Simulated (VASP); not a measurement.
# Rb (Pm-3m) in VASP: further runs

The runs below take Rb through single point, with BLYP.

Program: VASP 6.6.1. These are calculated values, not measurements. Logs are shortened: lines on timing, memory, paths and dates and some standing lists are left out, and cuts for length are marked.

**1. The cell of the first run**

The structure is cubic, space group Pm-3m (No. 221). Conventional cell: a = 4.585 Å, b = 4.585 Å, c = 4.585 Å, α = 90.00°, β = 90.00°, γ = 90.00°.

This isn't the form of Rb at room conditions, which is bcc.

**2. Single point, BLYP (96.39 Å³/atom)**

INCAR

```
AGGAC = 1.0 ; AGGAX = 1.0
ALDAC = 0.0 ; ALDAX = 1.0
ALGO = Normal ; EDIFF = 1E-6
ENCUT = 520 ; GGA = B5
ISIF = 2 ; ISMEAR = -1
LASPH = True ; LCHARG = True
LELF = True ; LREAL = False
LVHAR = True ; LWAVE = False
NBANDS = 10 ; NELM = 80
PREC = Accurate ; SIGMA = 0.1
```

KPOINTS

```
k-points
0
Gamma
  8 8 8
```

POSCAR

```
Rb
1.0
    4.5850495446      0.0000000000      0.0000000000
    0.0000000000      4.5850495446      0.0000000000
    0.0000000000      0.0000000000      4.5850495446
Rb
1
Direct
    0.0000000000      0.0000000000      0.0000000000
```

Potentials or basis: VASP PAW PBE potentials, release 64 (Rb_sv).

Launch:

```console
$ cat potpaw_PBE.64/Rb_sv/POTCAR > POTCAR
$ mpirun -np 1 vasp_std > vasp.out
```

OUTCAR:

```text
EDIFF = 1E-6
   ENCUT = 520
   GGA = B5
   ISIF = 2
   ISMEAR = -1
   LASPH = True
   LREAL = False
   NELM = 80
   PREC = Accurate

 ion  position               nearest neighbor table
   1  0.000  0.000  0.000-

  LATTYP: Found a simple cubic cell.
 ALAT       =     4.5850495446

  Lattice vectors:

 A1 = (   4.5850495446,   0.0000000000,   0.0000000000)
 A2 = (   0.0000000000,   4.5850495446,   0.0000000000)
 A3 = (   0.0000000000,   0.0000000000,   4.5850495446)

Analysis of symmetry for initial positions (statically):
=====================================================================
 Subroutine PRICEL returns:
 Original cell was already a primitive cell.

 Routine SETGRP: Setting up the symmetry group for a
 simple cubic supercell.

 Subroutine GETGRP returns: Found 48 space group operations
 (whereof 48 operations were pure point group operations)
 out of a pool of 48 trial point group operations.

The static configuration has the point symmetry O_h .

Analysis of symmetry for dynamics (positions and initial velocities):
=====================================================================
 Subroutine PRICEL returns:
 Original cell was already a primitive cell.

 Routine SETGRP: Setting up the symmetry group for a
 simple cubic supercell.

 Subroutine GETGRP returns: Found 48 space group operations
 (whereof 48 operations were pure point group operations)
 out of a pool of 48 trial point group operations.

The dynamic configuration has the point symmetry O_h .

 Subroutine INISYM returns: Found 48 space group operations
 (whereof 48 operations are pure point group operations),
 and found     1 'primitive' translations

----------------------------------------------------------------------------------------

                                     Primitive cell

  volume of cell :      96.3900

  direct lattice vectors                    reciprocal lattice vectors
     4.585049545  0.000000000  0.000000000     0.218100151  0.000000000  0.000000000
     0.000000000  4.585049545  0.000000000     0.000000000  0.218100151  0.000000000
     0.000000000  0.000000000  4.585049545     0.000000000  0.000000000  0.218100151

  length of vectors
     4.585049545  4.585049545  4.585049545     0.218100151  0.218100151  0.218100151

  position of ions in fractional coordinates (direct lattice)
     0.000000000  0.000000000  0.000000000
[... 73 lines left out ...]
   LASPH  =      T    aspherical Exc in radial PAW
   ENCUT  =  520.0 eV  38.22 Ry    6.18 a.u.   8.53  8.53  8.53*2*pi/ulx,y,z
   NELM   =     80;   NELMIN=  2; NELMDL= -5     # of ELM steps
   EDIFF  = 0.1E-05   stopping-criterion for ELM
   LREAL  =      F    real-space projection
   EDIFFG = 0.1E-04   stopping-criterion for IOM
   NSW    =      0    number of steps for IOM
   IBRION =     -1    ionic relax: 0-MD 1-quasi-New 2-CG
   NFREE  =      0    steps in history (QN), initial steepest desc. (CG)
   ISIF   =      2    stress and relaxation
   ISYM   =      2    0-nonsym 1-usesym 2-fastsym
   POTIM  = 0.5000    time-step for ionic-motion
   TEBEG  =    0.0;   TEEND  =   0.0 temperature during run
   PSTRESS=    0.0 pullay stress
   NELECT =       9.0000    total number of electrons
   NUPDOWN=      -1.0000    fix difference up-down
   EMIN   =  10.00;   EMAX   =-10.00  energy-range for DOS
   EFERMI =   0.00;   METHOD = LEGACY
   ISMEAR =    -1;   SIGMA  =   0.10  broadening in eV -4-tet -1-fermi 0-gaus
   EFERMI_NEDOS =   21; number of points for ismear=-14 and -15
   IALGO  =     38    algorithm
   IMIX   =      4    mixing-type and parameters
     AMIX     =   0.40;   BMIX     =  1.00
     AMIX_MAG =   1.60;   BMIX_MAG =  1.00
  volume/ion in A,a.u.               =      96.39       650.47
  Fermi-wavevector in a.u.,A,eV,Ry     =   0.742697  1.403494  7.504957  0.551599
  Thomas-Fermi vector in A             =   1.837637
   LORBIT       =      0    0 simple, 1 ext, 2 COOP (PROOUT), +10 PAW based schemes
   GGA     = B5    functional components
   LHFCALC =     F    Hartree Fock is set to
   AEXX    =    0.0000 exact exchange contribution
   IVDW    =     0    specifies the selected vdW correction
   LEPSILON=     F    determine dielectric tensor
   LRPA    =     F    only Hartree local field effects (RPA)
 non-spin polarized calculation
  energy-cutoff  :      520.00
  volume of cell :       96.39
 maximum number of plane-waves:      2624
 NGX is ok and might be reduce to    36
   NGX = 17   NGY = 17   NGZ = 17

 number of electron       9.0000000 magnetization

 Free energy of the ion-electron system (eV)
  ---------------------------------------------------
  ext. energy  EPLUGINS =         0.00000000
  ---------------------------------------------------
  free energy    TOTEN  =        -0.54595767 eV

  energy without entropy =       -0.51954868  energy(sigma->0) =       -0.53275318

 E-fermi :   0.3223     XC(G=0):  -4.8830

 val. band max:        0.2210311415   @ k =   0.5000   0.1250   0.0000
 cond. band min:       0.3812286377   @ k =   0.5000   0.1250   0.1250
 fundamental gap:      0.1601974962
 Fermi energy:         0.3223476800

 k-point     1 :       0.0000    0.0000    0.0000
  band No.  band energies     occupation
      1     -28.8006      2.00000
      2     -12.8832      2.00000
      3     -12.8832      2.00000
      4     -12.8832      2.00000
      5      -1.5595      2.00000
      6       2.5011      0.00000
      7       2.5011      0.00000
      8       5.8924      0.00000
      9       5.8925      0.00000
     10       5.8933      0.00000
[... 287 lines left out ...]
 k-point    24 :       0.5000    0.3750    0.1250
  band No.  band energies     occupation
      1     -28.7908      2.00000
      2     -12.9976      2.00000
      3     -12.9772      2.00000
      4     -12.8809      2.00000
      5       1.2347      0.00022
      6       1.4646      0.00002
      7       2.6648      0.00000
      8       2.9400      0.00000
      9       4.5048      0.00000
     10       4.5337      0.00000

 [... further k-points ...]
[... 5 lines left out ...]
  --------------------------------------------------------------------------------------
  -------------------------------------------------------------------------------------
  Total        0.1573176      0.1573176      0.1573176      0.0000000      0.0000000     -0.0000000
  in kB        2.6149051      2.6149051      2.6149051      0.0000000      0.0000000     -0.0000000
  external PRESSURE =       2.6149051 kB  Pullay stress =       0.0000000 kB

 VOLUME and BASIS-vectors are now :
 -----------------------------------------------------------------------------
  energy-cutoff  :      520.00
  volume of cell :       96.39
      direct lattice vectors                 reciprocal lattice vectors
     4.585049545  0.000000000  0.000000000     0.218100151  0.000000000  0.000000000
     0.000000000  4.585049545  0.000000000     0.000000000  0.218100151  0.000000000
     0.000000000  0.000000000  4.585049545     0.000000000  0.000000000  0.218100151

 POSITION                                       TOTAL-FORCE (eV/Angst)
 -----------------------------------------------------------------------------------
      0.00000      0.00000      0.00000         0.000000      0.000000      0.000000
 -----------------------------------------------------------------------------------
    total drift:                                0.000000      0.000000     -0.000000

  FREE ENERGIE OF THE ION-ELECTRON SYSTEM (eV)
  ---------------------------------------------------
  free  energy   TOTEN  =        -0.5459576720 eV

  energy  without entropy=       -0.5195486835  energy(sigma->0) =       -0.53275318
```

OSZICAR:

```text
N       E                     dE             d eps       ncg     rms          rms(c)
DAV:   1     0.447225847821E+02    0.44723E+02   -0.32268E+03   708   0.647E+02
DAV:   2     0.255706404599E+01   -0.42166E+02   -0.41294E+02   762   0.128E+02
DAV:   3    -0.395077717539E+00   -0.29521E+01   -0.29470E+01   916   0.343E+01
DAV:   4    -0.545848153323E+00   -0.15077E+00   -0.15035E+00  1004   0.676E+00
DAV:   5    -0.549288347162E+00   -0.34402E-02   -0.34395E-02   954   0.900E-01    0.648E-01
DAV:   6    -0.546926078544E+00    0.23623E-02   -0.31352E-03   976   0.313E-01    0.387E-01
DAV:   7    -0.545932924131E+00    0.99315E-03   -0.34050E-03   972   0.321E-01    0.621E-02
DAV:   8    -0.545940135741E+00   -0.72116E-05   -0.12528E-04   864   0.696E-02    0.131E-02
DAV:   9    -0.545951652978E+00   -0.11517E-04   -0.17027E-05   808   0.231E-02    0.639E-03
DAV:  10    -0.545957134336E+00   -0.54814E-05   -0.16172E-05   782   0.162E-02    0.171E-03
DAV:  11    -0.545957671981E+00   -0.53765E-06   -0.92322E-07   768   0.396E-03
   1 F= -.54595767E+00 E0= -.53275318E+00  d E =-.264090E-01
```

stdout:

```text
POSCAR found type information on POSCAR Rb
 POSCAR found :  1 types and       1 ions
 scaLAPACK will be used
 -----------------------------------------------------------------------------
|                                                                             |
|                                                                             |
|     You enforced a specific xc type in the INCAR file but a different       |
|     I HOPE YOU KNOW WHAT YOU ARE DOING!                                     |
|                                                                             |
 -----------------------------------------------------------------------------

 LDA part: xc-table for (Slater(with rela. corr.)+VWN5), standard interpolation
 POSCAR, INCAR and KPOINTS ok, starting setup
 FFT: planning ... GRIDC
 FFT: planning ... GRID_SOFT
 FFT: planning ... GRID
 WAVECAR not read
 entering main loop
```

Run time: 81 s. Hardware: 1 thread of Intel Xeon 8259CL, shared host; peak memory 0.21 GiB.

What came out:

| Item | Value |
| --- | --- |
| Free energy | -0.5460 eV |
| Pressure | 0.3 GPa |
| Band gap on the k mesh | zero (an odd number of electrons rules out a gap without spin polarisation) |

Caveat: the PAW data sets were made with another functional, which shifts forces and pressure a little.

**3. Single point, BLYP (100.77 Å³/atom)**

This run uses another cell than the first one, of 100.77 Å³/atom.

INCAR

```
SYSTEM = Rb
PREC = Accurate ; ENCUT = 520
EDIFF = 1E-6 ; ISMEAR = -1
SIGMA = 0.1 ; LREAL = .FALSE.
LASPH = .TRUE. ; NELM = 80
ALGO = Normal ; ISIF = 2
LWAVE = .FALSE. ; LCHARG = .FALSE.
GGA = B5 ; ALDAX = 1.0
AGGAX = 1.0 ; AGGAC = 1.0
ALDAC = 0.0 ; NBANDS = 10
```

KPOINTS

```
Automatic mesh
0
G
  8 8 8
  0 0 0
```

POSCAR

```
Rb
1.0
    4.6534932105      0.0000000000      0.0000000000
    0.0000000000      4.6534932105      0.0000000000
    0.0000000000      0.0000000000      4.6534932105
Rb
1
Direct
    0.0000000000      0.0000000000      0.0000000000
```

Potentials or basis: VASP PAW PBE potentials, release 64 (Rb_sv).

Launch:

```console
$ cat potpaw_PBE.64/Rb_sv/POTCAR > POTCAR
$ mpirun -np 1 vasp_std > vasp.out
```

OUTCAR:

```text
SYSTEM = Rb
   PREC = Accurate
   ENCUT = 520
   EDIFF = 1E-6
   ISMEAR = -1
   LREAL = .FALSE.
   LASPH = .TRUE.
   NELM = 80
   ISIF = 2
   GGA = B5

 ion  position               nearest neighbor table
   1  0.000  0.000  0.000-

  LATTYP: Found a simple cubic cell.
 ALAT       =     4.6534932105

  Lattice vectors:

 A1 = (   4.6534932105,   0.0000000000,   0.0000000000)
 A2 = (   0.0000000000,   4.6534932105,   0.0000000000)
 A3 = (   0.0000000000,   0.0000000000,   4.6534932105)

Analysis of symmetry for initial positions (statically):
=====================================================================
 Subroutine PRICEL returns:
 Original cell was already a primitive cell.

 Routine SETGRP: Setting up the symmetry group for a
 simple cubic supercell.

 Subroutine GETGRP returns: Found 48 space group operations
 (whereof 48 operations were pure point group operations)
 out of a pool of 48 trial point group operations.

The static configuration has the point symmetry O_h .

Analysis of symmetry for dynamics (positions and initial velocities):
=====================================================================
[... 156 lines left out ...]
 E-fermi :   0.2215     XC(G=0):  -4.7740

 val. band max:        0.1156100396   @ k =   0.3750   0.2500   0.1250
 cond. band min:       0.2677852758   @ k =   0.5000   0.1250   0.1250
 fundamental gap:      0.1521752362
 Fermi energy:         0.2215181627

 k-point     1 :       0.0000    0.0000    0.0000
  band No.  band energies     occupation
      1     -28.9043      2.00000
      2     -12.9927      2.00000
      3     -12.9927      2.00000
      4     -12.9927      2.00000
      5      -1.5986      2.00000
      6       2.4059      0.00000
      7       2.4059      0.00000
      8       5.6838      0.00000
      9       5.6839      0.00000
     10       5.6904      0.00000
[... 287 lines left out ...]
 k-point    24 :       0.5000    0.3750    0.1250
  band No.  band energies     occupation
      1     -28.8962      2.00000
      2     -13.0921      2.00000
      3     -13.0745      2.00000
      4     -12.9908      2.00000
      5       1.1705      0.00015
      6       1.3163      0.00004
      7       2.5250      0.00000
      8       2.7785      0.00000
      9       4.3259      0.00000
     10       4.3592      0.00000

 [... further k-points ...]
[... 5 lines left out ...]
  --------------------------------------------------------------------------------------
  -------------------------------------------------------------------------------------
  Total        0.1006129      0.1006129      0.1006129      0.0000000      0.0000000      0.0000000
  in kB        1.5996579      1.5996579      1.5996579      0.0000000      0.0000000      0.0000000
  external PRESSURE =       1.5996579 kB  Pullay stress =       0.0000000 kB

 VOLUME and BASIS-vectors are now :
 -----------------------------------------------------------------------------
  energy-cutoff  :      520.00
  volume of cell :      100.77
      direct lattice vectors                 reciprocal lattice vectors
     4.653493210  0.000000000  0.000000000     0.214892330  0.000000000  0.000000000
     0.000000000  4.653493210  0.000000000     0.000000000  0.214892330  0.000000000
     0.000000000  0.000000000  4.653493210     0.000000000  0.000000000  0.214892330

 POSITION                                       TOTAL-FORCE (eV/Angst)
 -----------------------------------------------------------------------------------
      0.00000      0.00000      0.00000         0.000000      0.000000      0.000000
 -----------------------------------------------------------------------------------
    total drift:                                0.000000      0.000000     -0.000000

  FREE ENERGIE OF THE ION-ELECTRON SYSTEM (eV)
  ---------------------------------------------------
  free  energy   TOTEN  =        -0.5517627926 eV

  energy  without entropy=       -0.5247415623  energy(sigma->0) =       -0.53825218
```

Wall time 72 s (1 thread of Intel Xeon 8259CL, shared host); peak memory 0.21 GiB.

What came out:

- Free energy: -0.5518 eV
- Pressure: 0.2 GPa
- Band gap on the k mesh: zero (an odd number of electrons rules out a gap without spin polarisation)

Caveat: the PAW data sets were made with another functional, which shifts forces and pressure a little.

(Continued in part 2 of 2.)

The gap in the log of VASP goes by the Fermi energy; the results here count the filled bands.